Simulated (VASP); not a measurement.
# Li3S2 (P6/mmm) in VASP: a series of runs

Li3S2 is run at these levels: PBE; tasks: single point, relaxation of cell and atoms.

All numbers are computed with VASP 6.6.1; they aren't measurements. Logs are shortened: lines on timing, memory, paths and dates and some standing lists are left out, and cuts for length are marked.

## 1. The cell of the first run

It takes space group P6/mmm (No. 191, hexagonal). Conventional cell: a = 5.119 Å, b = 5.119 Å, c = 3.564 Å, α = 90.00°, β = 90.00°, γ = 120.00°. Within 2.0 Å of Li (site symmetry mmm) lie 2 S at 1.48 Å. S (site symmetry -6m2) has 3 Li at 1.48 Å within 2.0 Å.

The cell was built from a structure type or drawn by symmetry, and may not be a known phase.

## 2. Single point, PBE

INCAR

```
PREC = Accurate
ENCUT = 520
EDIFF = 1E-7
ISMEAR = 0
SIGMA = 0.1
LREAL = F
LASPH = T
NELM = 60
ALGO = Normal
ISIF = 2
LWAVE = F
LCHARG = F
GGA = PE
NBANDS = 18
```

KPOINTS

```
regular mesh
0
Gamma
  6 6 6
```

POSCAR

```
Li3S2
1.0
    5.1190706900      0.0000000000      0.0000000000
   -2.5595353500      4.4332452600      0.0000000000
    0.0000000000      0.0000000000      3.5637857700
Li S
3 2
Direct
    0.5000000000      0.0000000000      0.5000000000
    0.0000000000      0.5000000000      0.5000000000
    0.5000000000      0.5000000000      0.5000000000
    0.3333333300      0.6666666700      0.5000000000
    0.6666666700      0.3333333300      0.5000000000
```

Potentials or basis: VASP PAW PBE potentials, release 64 (Li_sv, S).

Command:

```console
$ cat potpaw_PBE.64/Li_sv/POTCAR potpaw_PBE.64/S/POTCAR > POTCAR
$ mpirun -np 1 vasp_std > vasp.out
```

OUTCAR:

```text
PREC = Accurate
   ENCUT = 520
   EDIFF = 1E-7
   ISMEAR = 0
   LREAL = F
   LASPH = T
   NELM = 60
   ISIF = 2
   GGA = PE

 ion  position               nearest neighbor table
   1  0.500  0.000  0.500-   4 1.48   5 1.48   2 2.56   2 2.56   3 2.56   3 2.56
   2  0.000  0.500  0.500-   4 1.48   5 1.48   1 2.56   1 2.56   3 2.56   3 2.56
   3  0.500  0.500  0.500-   4 1.48   5 1.48   2 2.56   2 2.56   1 2.56   1 2.56
   4  0.333  0.667  0.500-   2 1.48   1 1.48   3 1.48
   5  0.667  0.333  0.500-   2 1.48   1 1.48   3 1.48

  LATTYP: Found a hexagonal cell.
 ALAT       =     5.1190706900
 C/A-ratio  =     0.6961782686

  Lattice vectors:

 A1 = (   5.1190706900,   0.0000000000,   0.0000000000)
 A2 = (  -2.5595353500,   4.4332452600,   0.0000000000)
 A3 = (   0.0000000000,   0.0000000000,   3.5637857700)

Analysis of symmetry for initial positions (statically):
=====================================================================
 Subroutine PRICEL returns:
 Original cell was already a primitive cell.

 Routine SETGRP: Setting up the symmetry group for a
 hexagonal supercell.

 Subroutine GETGRP returns: Found 24 space group operations
 (whereof 24 operations were pure point group operations)
 out of a pool of 24 trial point group operations.

The static configuration has the point symmetry D_6h.

Analysis of symmetry for dynamics (positions and initial velocities):
=====================================================================
 Subroutine PRICEL returns:
 Original cell was already a primitive cell.

 Routine SETGRP: Setting up the symmetry group for a
 hexagonal supercell.

 Subroutine GETGRP returns: Found 24 space group operations
 (whereof 24 operations were pure point group operations)
 out of a pool of 24 trial point group operations.

The dynamic configuration has the point symmetry D_6h.

 Subroutine INISYM returns: Found 24 space group operations
 (whereof 24 operations are pure point group operations),
 and found     1 'primitive' translations

----------------------------------------------------------------------------------------

                                     Primitive cell

  volume of cell :      80.8769

[... 93 lines left out ...]
   NELM   =     60;   NELMIN=  2; NELMDL= -5     # of ELM steps
   EDIFF  = 0.1E-06   stopping-criterion for ELM
   LREAL  =      F    real-space projection
   EDIFFG = 0.1E-05   stopping-criterion for IOM
   NSW    =      0    number of steps for IOM
   IBRION =     -1    ionic relax: 0-MD 1-quasi-New 2-CG
   NFREE  =      0    steps in history (QN), initial steepest desc. (CG)
   ISIF   =      2    stress and relaxation
   ISYM   =      2    0-nonsym 1-usesym 2-fastsym
   POTIM  = 0.5000    time-step for ionic-motion
   TEBEG  =    0.0;   TEEND  =   0.0 temperature during run
   PSTRESS=    0.0 pullay stress
   NELECT =      21.0000    total number of electrons
   NUPDOWN=      -1.0000    fix difference up-down
   EMIN   =  10.00;   EMAX   =-10.00  energy-range for DOS
   EFERMI =   0.00;   METHOD = LEGACY
   ISMEAR =     0;   SIGMA  =   0.10  broadening in eV -4-tet -1-fermi 0-gaus
   EFERMI_NEDOS =   21; number of points for ismear=-14 and -15
   IALGO  =     38    algorithm
   IMIX   =      4    mixing-type and parameters
     AMIX     =   0.40;   BMIX     =  1.00
     AMIX_MAG =   1.60;   BMIX_MAG =  1.00
  volume/ion in A,a.u.               =      16.18       109.16
  Fermi-wavevector in a.u.,A,eV,Ry     =   1.044415  1.973658 14.841272  1.090803
  Thomas-Fermi vector in A             =   2.179167
   LORBIT       =      0    0 simple, 1 ext, 2 COOP (PROOUT), +10 PAW based schemes
   GGA     = PE    functional components
   LHFCALC =     F    Hartree Fock is set to
   AEXX    =    0.0000 exact exchange contribution
   IVDW    =     0    specifies the selected vdW correction
   LEPSILON=     F    determine dielectric tensor
   LRPA    =     F    only Hartree local field effects (RPA)
 non-spin polarized calculation
 Gauss-broadening in eV      SIGMA  =   0.10
  energy-cutoff  :      520.00
  volume of cell :       80.88
 maximum number of plane-waves:      2209
 NGX is ok and might be reduce to    40
   NGX = 19   NGY = 19   NGZ = 13

 number of electron      20.9999990 magnetization

 Free energy of the ion-electron system (eV)
  ---------------------------------------------------
  ext. energy  EPLUGINS =         0.00000000
  ---------------------------------------------------
  free energy    TOTEN  =         6.95821196 eV

  energy without entropy =        6.97121651  energy(sigma->0) =        6.96471424

 E-fermi :   0.6812     XC(G=0):  -7.6939

 val. band max:        0.6677798590   @ k =   0.1667  -0.0000   0.0000
 cond. band min:       0.7118919395   @ k =   0.3333  -0.0000   0.0000
 fundamental gap:      0.0441120805
 Fermi energy:         0.6812266786

 k-point     1 :       0.0000    0.0000    0.0000
  band No.  band energies     occupation
      1     -44.9047      2.00000
      2     -44.7599      2.00000
      3     -44.7599      2.00000
      4     -11.4022      2.00000
      5      -9.5913      2.00000
      6      -2.0880      2.00000
[... 481 lines left out ...]
      5      -9.5791      2.00000
      6      -2.8241      2.00000
[... 10 lines left out ...]
     17      10.5448      0.00000
     18      11.6993      0.00000

 [... further k-points ...]

------------------------ aborting loop because EDIFF is reached ----------------------------------------

  FORCE on cell =-STRESS in cart. coord.  units (eV):
  Direction    XX          YY          ZZ          XY          YZ          ZX
  --------------------------------------------------------------------------------------
  -------------------------------------------------------------------------------------
  Total       68.2577212     68.2577212      0.7072253     -0.0000001      0.0000000      0.0000000
  in kB     1352.1905397   1352.1905389     14.0101857     -0.0000015      0.0000000      0.0000000
  external PRESSURE =     906.1304214 kB  Pullay stress =       0.0000000 kB

 VOLUME and BASIS-vectors are now :
 -----------------------------------------------------------------------------
  energy-cutoff  :      520.00
  volume of cell :       80.88
      direct lattice vectors                 reciprocal lattice vectors
     5.119070690  0.000000000  0.000000000     0.195347957  0.112784196  0.000000000
    -2.559535350  4.433245260  0.000000000     0.000000000  0.225568391  0.000000000
     0.000000000  0.000000000  3.563785770     0.000000000  0.000000000  0.280600481

 POSITION                                       TOTAL-FORCE (eV/Angst)
 -----------------------------------------------------------------------------------
      2.55954      0.00000      1.78189        -0.000000      0.000000      0.000000
     -1.27977      2.21662      1.78189        -0.000000      0.000000      0.000000
      1.27977      2.21662      1.78189        -0.000000      0.000000      0.000000
     -0.00000      2.95550      1.78189        -0.000000      0.000000      0.000000
      2.55954      1.47775      1.78189         0.000000     -0.000000      0.000000
 -----------------------------------------------------------------------------------
    total drift:                                0.000000      0.000000     -0.000000

  FREE ENERGIE OF THE ION-ELECTRON SYSTEM (eV)
  ---------------------------------------------------
  free  energy   TOTEN  =         6.9582119628 eV

  energy  without entropy=        6.9712165138  energy(sigma->0) =        6.96471424
```

OSZICAR:

```text
N       E                     dE             d eps       ncg     rms          rms(c)
DAV:   1     0.183881846004E+03    0.18388E+03   -0.94414E+03  1008   0.117E+03
DAV:   2     0.299210748471E+02   -0.15396E+03   -0.14726E+03  1276   0.275E+02
DAV:   3     0.597629256458E+01   -0.23945E+02   -0.23742E+02  1992   0.772E+01
DAV:   4     0.459564870924E+01   -0.13806E+01   -0.13694E+01  1542   0.248E+01
DAV:   5     0.452723099754E+01   -0.68418E-01   -0.68379E-01  1648   0.396E+00    0.135E+01
DAV:   6     0.702336521279E+01    0.24961E+01   -0.45797E+00  1134   0.107E+01    0.834E+00
DAV:   7     0.708941976871E+01    0.66055E-01   -0.32034E+00  1186   0.100E+01    0.570E+00
DAV:   8     0.698156412535E+01   -0.10786E+00   -0.25375E-01  1304   0.389E+00    0.831E-01
DAV:   9     0.696335888553E+01   -0.18205E-01   -0.34603E-02  1456   0.156E+00    0.754E-01
DAV:  10     0.696073534038E+01   -0.26235E-02   -0.37221E-03  1222   0.413E-01    0.200E-01
DAV:  11     0.695847675509E+01   -0.22586E-02   -0.19684E-03  1134   0.351E-01    0.124E-01
DAV:  12     0.695826539600E+01   -0.21136E-03   -0.35879E-04  1536   0.111E-01    0.537E-02
DAV:  13     0.695821372938E+01   -0.51667E-04   -0.44477E-05  1158   0.594E-02    0.965E-03
DAV:  14     0.695821218456E+01   -0.15448E-05   -0.66469E-06  1564   0.185E-02    0.897E-03
DAV:  15     0.695821199576E+01   -0.18880E-06   -0.39376E-07  1172   0.461E-03    0.185E-03
DAV:  16     0.695821196276E+01   -0.32999E-07   -0.47823E-08  1110   0.178E-03
   1 F= 0.69582120E+01 E0= 0.69647142E+01  d E =-.130046E-01
```

Wall time 22 s (1 thread of Intel Xeon 6975P-C (Granite Rapids), shared host); peak memory 0.2 GiB.

Results:

```
Free energy            : 6.9582 eV
Band gap on the k mesh : zero (an odd number of electrons rules out a gap without spin polarisation)
```

Levels at points of the mesh, in eV from the Fermi level:
```csv
k point,band 7,band 8,band 9,band 10,band 11,band 12,band 13,band 14,band 15,band 16
"(0.00, 0.00, 0.00)",-2.77,-1.59,0.27,0.27,0.65,4.50,6.46,6.46,7.91,8.39
"(0.50, 0.00, 0.00)",-1.86,-1.20,-0.99,-0.94,-0.28,6.31,7.19,7.76,8.09,9.50
"(0.00, 0.00, 0.50)",-2.53,-2.53,-1.11,0.86,0.86,5.24,5.24,7.15,7.15,7.19
"(0.50, 0.00, 0.50)",-2.35,-1.77,-1.70,-0.60,-0.53,4.68,5.45,7.79,9.04,10.16
```

Caveat: the cutoff is under 1.25 times the usual one of these potentials, so pressure, stress and relaxed cells hold a basis-set (Pulay) error; atoms lie so close that the PAW spheres overlap strongly, which falsifies energies and pressures.

## 3. Single point, PBE

This run uses another cell than the first one, of 33.48 Å³/atom.

INCAR

```
PREC     = Accurate       # precision mode
ENCUT    = 520            # plane-wave cutoff, eV
EDIFF    = 1E-6           # SCF threshold, eV
ISMEAR   = 0              # smearing method
SIGMA    = 0.1            # smearing width, eV
LREAL    = F              # projectors in reciprocal space
LASPH    = T              # aspherical terms in the spheres
NELM     = 80             # most SCF steps
ALGO     = Normal         # electronic algorithm
ISIF     = 2              # what is computed and relaxed
LWAVE    = F              # write WAVECAR
LCHARG   = F              # write CHGCAR
GGA      = PE             # functional
NBANDS   = 18             # bands
```

KPOINTS

```
Automatic mesh
0
Gamma
  6 6 6
```

POSCAR

```
Li3S2
1.0
    7.7807728145      0.0000000044      0.0000000000
   -3.8903864111      6.7383469163      0.0000000000
    0.0000000000      0.0000000000      3.1927339563
Li S
3 2
Direct
    0.5000000000      0.0000000000      0.5000000000
    0.0000000000      0.5000000000      0.5000000000
    0.5000000000      0.5000000000      0.5000000000
    0.3333333333      0.6666666667      0.5000000000
    0.6666666667      0.3333333333      0.5000000000
```

Potentials or basis: VASP PAW PBE potentials, release 64 (Li_sv, S).

Command:

```console
$ cat potpaw_PBE.64/Li_sv/POTCAR potpaw_PBE.64/S/POTCAR > POTCAR
$ mpirun -np 1 vasp_std > vasp.out
```

OUTCAR:

```text
PREC = Accurate
   ENCUT = 520
   EDIFF = 1E-6
   ISMEAR = 0
   LREAL = F
   LASPH = T
   NELM = 80
   ISIF = 2
   GGA = PE

 ion  position               nearest neighbor table
   1  0.500  0.000  0.500-   4 2.25   5 2.25
   2  0.000  0.500  0.500-   4 2.25   5 2.25
   3  0.500  0.500  0.500-   4 2.25   5 2.25
   4  0.333  0.667  0.500-   2 2.25   1 2.25   3 2.25
   5  0.667  0.333  0.500-   2 2.25   1 2.25   3 2.25

  LATTYP: Found a hexagonal cell.
 ALAT       =     7.7807728145
 C/A-ratio  =     0.4103363551

  Lattice vectors:

 A1 = (   7.7807728145,   0.0000000044,   0.0000000000)
 A2 = (  -3.8903864111,   6.7383469163,   0.0000000000)
 A3 = (   0.0000000000,   0.0000000000,   3.1927339563)

Analysis of symmetry for initial positions (statically):
=====================================================================
 Subroutine PRICEL returns:
 Original cell was already a primitive cell.

 Routine SETGRP: Setting up the symmetry group for a
 hexagonal supercell.

 Subroutine GETGRP returns: Found 24 space group operations
 (whereof 24 operations were pure point group operations)
 out of a pool of 24 trial point group operations.

The static configuration has the point symmetry D_6h.

Analysis of symmetry for dynamics (positions and initial velocities):
=====================================================================
 Subroutine PRICEL returns:
 Original cell was already a primitive cell.

 Routine SETGRP: Setting up the symmetry group for a
 hexagonal supercell.

 Subroutine GETGRP returns: Found 24 space group operations
 (whereof 24 operations were pure point group operations)
 out of a pool of 24 trial point group operations.

The dynamic configuration has the point symmetry D_6h.

 Subroutine INISYM returns: Found 24 space group operations
 (whereof 24 operations are pure point group operations),
[... 121 lines left out ...]
     AMIX     =   0.40;   BMIX     =  1.00
     AMIX_MAG =   1.60;   BMIX_MAG =  1.00
  volume/ion in A,a.u.               =      33.48       225.93
  Fermi-wavevector in a.u.,A,eV,Ry     =   0.819537  1.548699  9.138219  0.671640
  Thomas-Fermi vector in A             =   1.930359
   LORBIT       =      0    0 simple, 1 ext, 2 COOP (PROOUT), +10 PAW based schemes
   GGA     = PE    functional components
   LHFCALC =     F    Hartree Fock is set to
   AEXX    =    0.0000 exact exchange contribution
   IVDW    =     0    specifies the selected vdW correction
   LEPSILON=     F    determine dielectric tensor
   LRPA    =     F    only Hartree local field effects (RPA)
 non-spin polarized calculation
 Gauss-broadening in eV      SIGMA  =   0.10
  energy-cutoff  :      520.00
  volume of cell :      167.39
 maximum number of plane-waves:      4536
 NGX is ok and might be reduce to    60
   NGX = 29   NGY = 29   NGZ = 11

 number of electron      20.9999974 magnetization

 Free energy of the ion-electron system (eV)
  ---------------------------------------------------
  ext. energy  EPLUGINS =         0.00000000
  ---------------------------------------------------
  free energy    TOTEN  =       -17.52532082 eV

  energy without entropy =      -17.50720361  energy(sigma->0) =      -17.51626221

 E-fermi :  -0.8233     XC(G=0):  -5.4403

 val. band max:       -0.8553574604   @ k =   0.3333   0.1667   0.1667
 cond. band min:      -0.8173581444   @ k =   0.3333   0.0000   0.1667
 fundamental gap:      0.0379993160
 Fermi energy:        -0.8233486152

 k-point     1 :       0.0000    0.0000    0.0000
  band No.  band energies     occupation
      1     -46.3030      2.00000
      2     -46.3021      2.00000
      3     -46.3021      2.00000
      4     -12.3943      2.00000
      5     -12.3420      2.00000
      6      -3.1369      2.00000
[... 481 lines left out ...]
      5     -11.4668      2.00000
      6      -3.7813      2.00000
[... 10 lines left out ...]
     17       5.7641      0.00000
     18       6.2165      0.00000

 [... further k-points ...]

------------------------ aborting loop because EDIFF is reached ----------------------------------------

  FORCE on cell =-STRESS in cart. coord.  units (eV):
  Direction    XX          YY          ZZ          XY          YZ          ZX
  --------------------------------------------------------------------------------------
  -------------------------------------------------------------------------------------
  Total        0.0194909      0.0194909     -0.0464358     -0.0000000     -0.0000000     -0.0000000
  in kB        0.1865539      0.1865539     -0.4444522     -0.0000000     -0.0000000     -0.0000000
  external PRESSURE =      -0.0237815 kB  Pullay stress =       0.0000000 kB

 VOLUME and BASIS-vectors are now :
 -----------------------------------------------------------------------------
  energy-cutoff  :      520.00
  volume of cell :      167.39
      direct lattice vectors                 reciprocal lattice vectors
     7.780772814  0.000000004  0.000000000     0.128521938  0.074202175  0.000000000
    -3.890386411  6.738346916  0.000000000    -0.000000000  0.148404351  0.000000000
     0.000000000  0.000000000  3.192733956     0.000000000  0.000000000  0.313211189

 POSITION                                       TOTAL-FORCE (eV/Angst)
 -----------------------------------------------------------------------------------
      3.89039      0.00000      1.59637        -0.000000      0.000000      0.000000
     -1.94519      3.36917      1.59637        -0.000000      0.000000      0.000000
      1.94519      3.36917      1.59637        -0.000000      0.000000      0.000000
     -0.00000      4.49223      1.59637         0.000000      0.000000      0.000000
      3.89039      2.24612      1.59637        -0.000000     -0.000000      0.000000
 -----------------------------------------------------------------------------------
    total drift:                                0.000000      0.000000      0.000000

  FREE ENERGIE OF THE ION-ELECTRON SYSTEM (eV)
  ---------------------------------------------------
  free  energy   TOTEN  =       -17.5253208165 eV

  energy  without entropy=      -17.5072036067  energy(sigma->0) =      -17.51626221
```

Wall time 41 s (1 thread of Intel Xeon 6975P-C (Granite Rapids), shared host); peak memory 0.3 GiB.

What came out:

```
Free energy            : -17.5253 eV
Band gap on the k mesh : zero (an odd number of electrons rules out a gap without spin polarisation)
```

Caveat: the cutoff is under 1.25 times the usual one of these potentials, so pressure, stress and relaxed cells hold a basis-set (Pulay) error.

[end of part 1 of 2]
